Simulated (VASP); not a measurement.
**NaI: single point with PBE**

The system is NaI.

```xyz
2
Lattice="-0.0004 3.2638 3.2638 3.2638 -0.0004 3.2638 3.2638 3.2638 -0.0004" Properties=species:S:1:pos:R:3 pbc="T T T"
Na    0.0000    0.0000    0.0000
I     3.2636    3.2636    3.2636
```

* Program: VASP 6.6.1
* Task: single point
* Functional: PBE
* Potentials or basis: VASP PAW PBE potentials, release 64 (Na_pv, I)
* Cutoff: 520 eV
* k mesh: 6 × 6 × 6, shifted
* Occupations: gaussian, width 0.01 eV
* Spin: no spin polarisation
* Dipole correction: no
* Further INCAR settings: ALGO = Normal; EDIFF = 1e-06; NBANDS = 14; ISYM = 0

| Quantity | Value |
| --- | --- |
| Pressure | 0.0 GPa |
| Band gap on the k mesh | 3.84 eV |

Levels at points of the mesh, in eV from the valence-band top:
```csv
k point,band 3,band 4,band 5,band 6,band 7,band 8,band 9,band 10,band 11,band 12
"(0.08, 0.08, 0.08)",-22.45,-10.92,-0.19,0.00,0.00,3.84,7.75,8.02,8.02,9.47
```

It took 28 s on 1 thread of Intel(R) Xeon(R) 6975P-C (Granite Rapids), on a shared host, peak memory 0.26 GiB.

Caveat: spin-orbit coupling is left out, which moves the levels of the heavy elements; a shifted mesh leaves out Γ, where band edges can lie. A k mesh can miss the band edges.
